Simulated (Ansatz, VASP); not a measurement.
**TePb: VASP beside Ansatz**

Contents of INCAR:

```
SYSTEM = TePb
PREC = Accurate ; ENCUT = 520
EDIFF = 1E-6 ; ISMEAR = 0
SIGMA = 0.05 ; LREAL = .FALSE.
LASPH = .TRUE. ; NELM = 60
ALGO = Normal ; ISIF = 2
LWAVE = .FALSE. ; LCHARG = .FALSE.
GGA = PS ; NBANDS = 17
```

Contents of KPOINTS:

```
regular mesh
0
G
  8 8 8
  0 0 0
```

POSCAR

```
TePb
1.0
    0.0000000000      3.3179488732      3.0525129633
    3.3179488732      0.0000000000      3.0525129633
    3.3179488732      3.3179488732      0.0000000000
Te Pb
1 1
Direct
    0.5000000000      0.5000000000      0.5000000000
    0.0000000000      0.0000000000      0.0000000000
```

Input for Ansatz:

```yaml
crystal:
  lattice:
    - [0.0, 3.3179488732, 3.0525129633]
    - [3.3179488732, 0.0, 3.0525129633]
    - [3.3179488732, 3.3179488732, 0.0]
  atoms:
    - { symbol: Te, position: [0.5, 0.5, 0.5] }
    - { symbol: Pb, position: [0.0, 0.0, 0.0] }
basis:
  ecutwfc: 420
kpoints:
  mp_grid: { grid: [8, 8, 8] }
hamiltonian:
  xc: pbesol
scf:
  occupations: { method: gaussian, width: 0.05 }
output:
  forces: true
  stress: true
  eigenvalues: true
```

Alike in both runs: task single point; functional PBEsol; k mesh 8 × 8 × 8; occupations gaussian, width 0.05 eV; no spin polarisation.

```csv
,VASP,Ansatz
version,VASP 6.6.1,Ansatz 0.2.0
potentials or method,"VASP PAW PBE potentials, release 64 (Te, Pb_d), cutoff 520 eV","scalar-relativistic, plane waves, PAW"
valence electrons in the cell,20,30
```

Ansatz gave:

```
gap on the k mesh at the Fermi level (eV)                     : 0.32
least direct gap on the mesh (eV)                             : 0.32
pressure (GPa)                                                : 0.8
traceless stress, the component that is largest in VASP (GPa) : 7.72
```

Problem. What did VASP give for the same quantities?

Solution. gap on the k mesh at the Fermi level (eV): 0.32; least direct gap on the mesh (eV): 0.32; pressure (GPa): 0.8; traceless stress, the component that is largest in VASP (GPa): 7.73.

VASP's potentials were made for PBE, not for PBEsol. With one functional, cell and mesh, what is left measures potentials, basis and numerics. VASP's potentials hold 20 valence electrons a cell and Ansatz's 30, so a difference there can come from the potentials and not from the codes.

Neither program's run includes spin-orbit coupling.
